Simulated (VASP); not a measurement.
# Zn (C2/m) in VASP: further runs

Runs on Zn. Level: PBEsol. Tasks: single point.

All numbers are computed with VASP 6.6.1; they aren't measurements. Logs are shortened: lines on timing, memory, paths and dates and some standing lists are left out, and cuts for length are marked.

### 1 The cell of the first run

Symmetry: C2/m, No. 12, monoclinic system. Conventional cell: a = 4.536 Å, b = 2.617 Å, c = 7.543 Å, α = 90.00°, β = 102.18°, γ = 90.00°. Zn (site symmetry m) has 12 Zn at 2.62 to 2.91 Å within 3.5 Å. Within 3.5 Å of Zn (site symmetry 2/m) lie 12 Zn at 2.62 to 2.91 Å.

### 2 Single point, PBEsol

File INCAR:

```
SYSTEM = Zn
  PREC = Accurate
  ENCUT = 520
  EDIFF = 1E-7
  ISMEAR = -1
  SIGMA = 0.05
  LREAL = .FALSE.
  LASPH = .TRUE.
  NELM = 60
  ALGO = Fast
  ISIF = 2
  LWAVE = .FALSE.
  LCHARG = .FALSE.
  GGA = PS
  NBANDS = 25
```

File KPOINTS:

```
Automatic mesh
0
G
  10 10 3
  0 0 0
```

File POSCAR:

```
Zn
1.0
    2.2681701736     -1.3084870100      0.0000000000
    2.2681701736      1.3084870100      0.0000000000
   -1.5917165425      0.0000000000      7.3734122738
Zn
3
Direct
    0.7780178600      0.7780178600      0.3345049800
    0.2219821400      0.2219821400      0.6654950200
    0.0000000000      0.0000000000      0.0000000000
```

Potentials or basis: VASP PAW PBE potentials, release 64 (Zn).

Run with:

```bash
$ cat potpaw_PBE.64/Zn/POTCAR > POTCAR
$ mpirun -np 1 vasp_std > vasp.out
```

OUTCAR:

```text
SYSTEM = Zn
   PREC = Accurate
   ENCUT = 520
   EDIFF = 1E-7
   ISMEAR = -1
   LREAL = .FALSE.
   LASPH = .TRUE.
   NELM = 60
   ISIF = 2
   GGA = PS

 ion  position               nearest neighbor table
   1  0.778  0.778  0.335-   2 2.86   2 2.88   2 2.88   3 2.89   3 2.89   3 2.91
   2  0.222  0.222  0.665-   1 2.86   1 2.88   1 2.88   3 2.89   3 2.89   3 2.91
   3  0.000  0.000  0.000-   1 2.89   1 2.89   2 2.89   2 2.89   1 2.91   2 2.91

  LATTYP: Found a base centered monoclinic cell.
 ALAT       =     4.5363403472
 B/A-ratio  =     0.5768910222
 C/A-ratio  =     1.6628514034
 COS(beta)  =    -0.2110117590

  Lattice vectors:

 A1 = (   2.2681701736,  -1.3084870100,   0.0000000000)
 A2 = (   2.2681701736,   1.3084870100,   0.0000000000)
 A3 = (  -1.5917165425,   0.0000000000,   7.3734122738)

Analysis of symmetry for initial positions (statically):
=====================================================================
 Subroutine PRICEL returns:
 Original cell was already a primitive cell.

 Routine SETGRP: Setting up the symmetry group for a
 base centered monoclinic supercell.

 Subroutine GETGRP returns: Found  4 space group operations
 (whereof  4 operations were pure point group operations)
 out of a pool of  4 trial point group operations.

The static configuration has the point symmetry C_2h.

Analysis of symmetry for dynamics (positions and initial velocities):
=====================================================================
 Subroutine PRICEL returns:
 Original cell was already a primitive cell.

 Routine SETGRP: Setting up the symmetry group for a
 base centered monoclinic supercell.

 Subroutine GETGRP returns: Found  4 space group operations
 (whereof  4 operations were pure point group operations)
 out of a pool of  4 trial point group operations.

The dynamic configuration has the point symmetry C_2h.

 Subroutine INISYM returns: Found  4 space group operations
 (whereof  4 operations are pure point group operations),
 and found     1 'primitive' translations

----------------------------------------------------------------------------------------

                                     Primitive cell

  volume of cell :      43.7667

  direct lattice vectors                    reciprocal lattice vectors
     2.268170174 -1.308487010  0.000000000     0.220442013 -0.382120721  0.047587357
     2.268170174  1.308487010  0.000000000     0.220442013  0.382120721  0.047587357
    -1.591716542  0.000000000  7.373412274     0.000000000  0.000000000  0.135622418

  length of vectors
     2.618536651  2.618536651  7.543259913     0.443706528  0.443706528  0.135622418

  position of ions in fractional coordinates (direct lattice)
     0.778017860  0.778017860  0.334504980
     0.221982140  0.221982140  0.665495020
     0.000000000  0.000000000  0.000000000

  ion indices of the primitive-cell ions
   primitive index   ion index
                 1           1
                 2           2
                 3           3

----------------------------------------------------------------------------------------

 KPOINTS: Automatic mesh

Automatic generation of k-mesh.
 Grid dimensions read from file:
 generate k-points for:   10   10    3

 Generating k-lattice:

  Cartesian coordinates                     Fractional coordinates (reciprocal lattice)
     0.022044201 -0.038212072  0.004758736     0.100000000 -0.000000000  0.000000000
     0.022044201  0.038212072  0.004758736    -0.000000000  0.100000000  0.000000000
     0.000000000  0.000000000  0.045207473     0.000000000  0.000000000  0.333333333

  Length of vectors
     0.044370653  0.044370653  0.045207473

  Shift w.r.t. Gamma in fractional coordinates (k-lattice)
     0.000000000  0.000000000  0.000000000

 Subroutine IBZKPT returns following result:
 ===========================================

 Found     86 irreducible k-points:

 Following reciprocal coordinates:
            Coordinates               Weight
  0.000000  0.000000  0.000000      1.000000
  0.100000 -0.000000  0.000000      4.000000
  0.200000 -0.000000  0.000000      4.000000
  0.300000  0.000000  0.000000      4.000000
  0.400000 -0.000000  0.000000      4.000000
  0.500000  0.000000  0.000000      2.000000
[... 16 lines left out ...]
  0.300000  0.300000  0.000000      2.000000
  0.400000  0.300000  0.000000      4.000000
 [... further k-points ...]
   k-points           NKPTS =     86   k-points in BZ     NKDIM =     86   number of bands    NBANDS=     25
   number of dos      NEDOS =    301   number of ions     NIONS =      3
   total plane-waves  NPLWV =  22400
   dimension x,y,z NGX =    20 NGY =   20 NGZ =   56
   dimension x,y,z NGXF=    40 NGYF=   40 NGZF=  112
   ions per type =               3
   NGX,Y,Z   is equivalent  to a cutoff of  12.70, 12.70, 12.34 a.u.
   NGXF,Y,Z  is equivalent  to a cutoff of  25.40, 25.40, 24.68 a.u.
 SYSTEM =  Zn
   PREC   = accura    normal or accurate (medium, high low for compatibility)
   ISTART =      0    job   : 0-new  1-cont  2-samecut
   ICHARG =      2    charge: 1-file 2-atom 10-const
   ISPIN  =      1    spin polarized calculation?
   LNONCOLLINEAR =      F non collinear calculations
   LSORBIT =      F    spin-orbit coupling
   LASPH  =      T    aspherical Exc in radial PAW
   ENCUT  =  520.0 eV  38.22 Ry    6.18 a.u.   4.87  4.87 14.03*2*pi/ulx,y,z
   NELM   =     60;   NELMIN=  2; NELMDL= -5     # of ELM steps
   EDIFF  = 0.1E-06   stopping-criterion for ELM
   LREAL  =      F    real-space projection
   EDIFFG = 0.1E-05   stopping-criterion for IOM
   NSW    =      0    number of steps for IOM
   IBRION =     -1    ionic relax: 0-MD 1-quasi-New 2-CG
   NFREE  =      0    steps in history (QN), initial steepest desc. (CG)
   ISIF   =      2    stress and relaxation
   ISYM   =      2    0-nonsym 1-usesym 2-fastsym
   POTIM  = 0.5000    time-step for ionic-motion
   TEBEG  =    0.0;   TEEND  =   0.0 temperature during run
   PSTRESS=    0.0 pullay stress
   NELECT =      36.0000    total number of electrons
   NUPDOWN=      -1.0000    fix difference up-down
   EMIN   =  10.00;   EMAX   =-10.00  energy-range for DOS
   EFERMI =   0.00;   METHOD = LEGACY
   ISMEAR =    -1;   SIGMA  =   0.05  broadening in eV -4-tet -1-fermi 0-gaus
   EFERMI_NEDOS =   21; number of points for ismear=-14 and -15
   IALGO  =     68    algorithm
   IMIX   =      4    mixing-type and parameters
     AMIX     =   0.40;   BMIX     =  1.00
     AMIX_MAG =   1.60;   BMIX_MAG =  1.00
  volume/ion in A,a.u.               =      14.59        98.45
  Fermi-wavevector in a.u.,A,eV,Ry     =   1.533891  2.898634 32.012078  2.352821
  Thomas-Fermi vector in A             =   2.640895
   LORBIT       =      0    0 simple, 1 ext, 2 COOP (PROOUT), +10 PAW based schemes
   GGA     = PS    functional components
   LHFCALC =     F    Hartree Fock is set to
   AEXX    =    0.0000 exact exchange contribution
   IVDW    =     0    specifies the selected vdW correction
   LEPSILON=     F    determine dielectric tensor
   LRPA    =     F    only Hartree local field effects (RPA)
 non-spin polarized calculation
 RMM-DIIS sequential band-by-band and
  energy-cutoff  :      520.00
  volume of cell :       43.77
 maximum number of plane-waves:      1197
   NGX =  9   NGY =  9   NGZ = 29

 number of electron      35.9999989 magnetization

 Free energy of the ion-electron system (eV)
  ---------------------------------------------------
  ext. energy  EPLUGINS =         0.00000000
  ---------------------------------------------------
  free energy    TOTEN  =        -4.77939143 eV

  energy without entropy =       -4.77433695  energy(sigma->0) =       -4.77686419

 E-fermi :   3.1455     XC(G=0): -11.9186

 val. band max:        3.1248163067   @ k =  -0.2000   0.0000   0.3333
 cond. band min:       3.1658676806   @ k =   0.5000   0.2000   0.0000
 fundamental gap:      0.0410513739
 Fermi energy:         3.1454739227

 k-point     1 :       0.0000    0.0000    0.0000
  band No.  band energies     occupation
      1      -7.5185      2.00000
      2      -5.7530      2.00000
      3      -5.7450      2.00000
      4      -4.7929      2.00000
      5      -4.5347      2.00000
      6      -4.5325      2.00000
[... 17 lines left out ...]
     24      21.9719      0.00000
     25      22.1392      0.00000

 k-point     2 :       0.1000   -0.0000    0.0000
  band No.  band energies     occupation
      1      -7.2086      2.00000
      2      -5.5897      2.00000
      3      -5.5280      2.00000
      4      -4.7565      2.00000
      5      -4.5777      2.00000
      6      -4.5564      2.00000
[... 17 lines left out ...]
     24      19.7541      0.00000
     25      20.5447      0.00000

 k-point     3 :       0.2000   -0.0000    0.0000
  band No.  band energies     occupation
      1      -6.3353      2.00000
      2      -5.2119      2.00000
      3      -5.1460      2.00000
      4      -4.7294      2.00000
      5      -4.6926      2.00000
      6      -4.6526      2.00000
[... 17 lines left out ...]
     24      17.5581      0.00000
     25      17.7275      0.00000

 k-point     4 :       0.3000    0.0000    0.0000
  band No.  band energies     occupation
      1      -5.4256      2.00000
      2      -5.1723      2.00000
      3      -5.1083      2.00000
      4      -4.9029      2.00000
      5      -4.8260      2.00000
      6      -4.6120      2.00000
[... 17 lines left out ...]
     24      15.8967      0.00000
     25      16.3570      0.00000
[... 477 lines left out ...]
 k-point    22 :      -0.2000    0.2000    0.0000
  band No.  band energies     occupation
      1      -4.9435      2.00000
      2      -4.9428      2.00000
      3      -4.8779      2.00000
      4      -4.8352      2.00000
      5      -4.7591      2.00000
      6      -4.7108      2.00000
[... 17 lines left out ...]
     24      10.3509      0.00000
     25      13.9193      0.00000

 k-point    23 :       0.3000    0.3000    0.0000
  band No.  band energies     occupation
      1      -5.3863      2.00000
      2      -5.1839      2.00000
      3      -5.1389      2.00000
      4      -4.8734      2.00000
      5      -4.8125      2.00000
      6      -4.6755      2.00000
[... 17 lines left out ...]
     24      14.7460      0.00000
     25      15.3777      0.00000

 k-point    24 :       0.4000    0.3000    0.0000
  band No.  band energies     occupation
      1      -5.1718      2.00000
      2      -5.1510      2.00000
      3      -5.0948      2.00000
      4      -4.9314      2.00000
      5      -4.8323      2.00000
      6      -4.6881      2.00000
[... 17 lines left out ...]
     24      12.2323      0.00000
     25      13.2116      0.00000

 [... further k-points ...]
[... 5 lines left out ...]
  --------------------------------------------------------------------------------------
  -------------------------------------------------------------------------------------
  Total       -0.3206750     -0.5036801     -0.6042353      0.0000000      0.0000000     -0.2076488
  in kB      -11.7390257    -18.4383411    -22.1193883      0.0000000      0.0000000     -7.6014496
  external PRESSURE =     -17.4322517 kB  Pullay stress =       0.0000000 kB

 VOLUME and BASIS-vectors are now :
 -----------------------------------------------------------------------------
  energy-cutoff  :      520.00
  volume of cell :       43.77
      direct lattice vectors                 reciprocal lattice vectors
     2.268170174 -1.308487010  0.000000000     0.220442013 -0.382120721  0.047587357
     2.268170174  1.308487010  0.000000000     0.220442013  0.382120721  0.047587357
    -1.591716542  0.000000000  7.373412274     0.000000000  0.000000000  0.135622418

 POSITION                                       TOTAL-FORCE (eV/Angst)
 -----------------------------------------------------------------------------------
      2.99692      0.00000      2.46644        -0.004990      0.000000      0.000560
     -0.05229      0.00000      4.90697         0.004990      0.000000     -0.000560
      0.00000      0.00000      0.00000         0.000000      0.000000      0.000000
 -----------------------------------------------------------------------------------
    total drift:                                0.000000     -0.000000      0.000000

  FREE ENERGIE OF THE ION-ELECTRON SYSTEM (eV)
  ---------------------------------------------------
  free  energy   TOTEN  =        -4.7793914304 eV

  energy  without entropy=       -4.7743369547  energy(sigma->0) =       -4.77686419
```

It took 46 s on 1 thread of Intel Xeon 6975P-C (Granite Rapids), shared host; peak memory 0.19 GiB.

What came out:

```
Free energy            : -4.7794 eV
Pressure               : -1.7 GPa
Largest force          : 0.005 eV/Å
Band gap on the k mesh : zero (bands 18 and 19 overlap by 3.49 eV)
```

Forces in eV/Å, atoms in the order of the input:
```
Zn  -0.005  0.000  0.001
Zn   0.005  0.000 -0.001
Zn   0.000  0.000  0.000
```

Caveat: the PAW data sets were made with another functional, which shifts forces and pressure a little.

(Part 1 of 2 ends here.)

The gap in the log of VASP goes by the Fermi energy; the results here count the filled bands.